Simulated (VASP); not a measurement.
Input of a VASP 6.6.1 run:

POSCAR

```
TaO
1.0
    3.0661100000      0.0000000000      0.0000000000
   -1.5330600000      2.6553300000      0.0000000000
    0.0000000000      0.0000000000      3.8550200000
Ta O
1 1
Direct
    0.0000000000      0.0000000000      0.5000000000
    0.0000000000      0.0000000000      0.0000000000
```

INCAR.step1

```
  ALGO = Normal
  EDIFF = 1E-5
  ENCUT = 520
  GGA = PE
  ISIF = 2
  ISMEAR = -1
  LASPH = True
  LCHARG = False
  LREAL = False
  LWAVE = True
  NBANDS = 16
  NELM = 80
  PREC = Accurate
  SIGMA = 0.05
```

INCAR.step2

```
  AEXX = 0.2
  AGGAC = 0.81
  AGGAX = 0.72
  ALDAC = 0.19
  ALGO = Normal
  EDIFF = 1E-6
  ENCUT = 520
  GGA = B3
  ISIF = 2
  ISMEAR = -1
  ISTART = 1
  LASPH = True
  LCHARG = False
  LHFCALC = True
  LREAL = False
  LWAVE = False
  NBANDS = 16
  NELM = 80
  PREC = Accurate
  PRECFOCK = Normal
  SIGMA = 0.05
```

The input KPOINTS:

```
k-points
0
Gamma
  5 5 4
```

Potentials or basis: VASP PAW PBE potentials, release 64 (Ta_pv, O).

The run is started by

```console
$ cat potpaw_PBE.64/Ta_pv/POTCAR potpaw_PBE.64/O/POTCAR > POTCAR
$ cp INCAR.step1 INCAR
$ mpirun -np 1 vasp_std > vasp.out
$ cp INCAR.step2 INCAR
$ mpirun -np 1 vasp_std > vasp.out
```

**Question.** Predict the pressure.

**Answer.** 0.5 GPa.

**Question.** Predict the band gap on the k mesh.

**Answer.** Zero (an odd number of electrons rules out a gap without spin polarisation).

Stress tensor (GPa, compression positive):
```
 1.64  0.00  0.00
 0.00  1.64  0.00
 0.00  0.00 -1.89
```

Caveat: the k points lie up to 0.47 Å⁻¹ apart, too coarse for converged energies and pressures of a metal; the PAW data sets were made with another functional, which shifts forces and pressure a little; spin-orbit coupling is left out, which moves the levels of the heavy elements; an odd number of electrons without spin polarisation forces a metal; a magnetic or distorted state may lie lower.
